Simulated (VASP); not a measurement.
Input of a VASP 6.6.1 run:

Contents of INCAR:

```
PREC     = Accurate       # precision mode
ENCUT    = 600            # plane-wave cutoff, eV
EDIFF    = 1E-6           # SCF threshold, eV
ISMEAR   = 0              # smearing method
SIGMA    = 0.1            # smearing width, eV
LREAL    = False          # projectors in reciprocal space
LASPH    = True           # aspherical terms in the spheres
NELM     = 80             # most SCF steps
ALGO     = Fast           # electronic algorithm
ISIF     = 3              # what is computed and relaxed
LWAVE    = False          # write WAVECAR
LCHARG   = False          # write CHGCAR
GGA      = CA             # functional
IBRION   = 2              # ionic algorithm
NSW      = 100            # ionic steps
EDIFFG   = -0.005         # ionic threshold
```

The input KPOINTS:

```
regular mesh
0
Gamma
  12 12 8
```

POSCAR

```
BiRh
1.0
    4.0940000000      0.0000000000      0.0000000000
   -2.0470000000      3.5455080031      0.0000000000
    0.0000000000      0.0000000000      5.6630000000
Bi Rh
2 2
Direct
    0.3333333333      0.6666666667      0.2500000000
    0.6666666667      0.3333333333      0.7500000000
    0.0000000000      0.0000000000      0.0000000000
    0.0000000000      0.0000000000      0.5000000000
```

Potentials or basis: VASP PAW LDA potentials, release 64 (Bi_d, Rh_pv).

Launch:

```bash
$ cat potpaw_LDA.64/Bi_d/POTCAR potpaw_LDA.64/Rh_pv/POTCAR > POTCAR
$ mpirun -np 1 vasp_std > vasp.out
```

**Question.** What does it give for the band gap on the k mesh?

**Answer.** Zero (bands 30 and 31 overlap by 2.50 eV).

**Question.** Predict the relaxed volume.

**Answer.** 20.21 Å³/atom.

Step by step:
```
step  energy change (eV)  largest force (eV/Å)  pressure (GPa)  volume (Å³)
   1              0.0000                0.0000           -2.37        82.20
   2              0.0165                0.0000            4.26        78.64
   3             -0.0111                0.0000            0.04        80.79
   4             -0.0111                0.0000            0.12        80.76
   5             -0.0117                0.0000            0.07        80.79
   6             -0.0117                0.0000            0.05        80.81
   7             -0.0116                0.0000            0.03        80.83
   8             -0.0117                0.0000            0.05        80.81
   9             -0.0117                0.0000            0.05        80.81
  10             -0.0117                0.0000           -0.05        80.87
  11             -0.0117                0.0000            0.02        80.84
```

Caveat: spin-orbit coupling is left out, which moves the levels of the heavy elements. LDA usually gives volumes a few per cent too small.
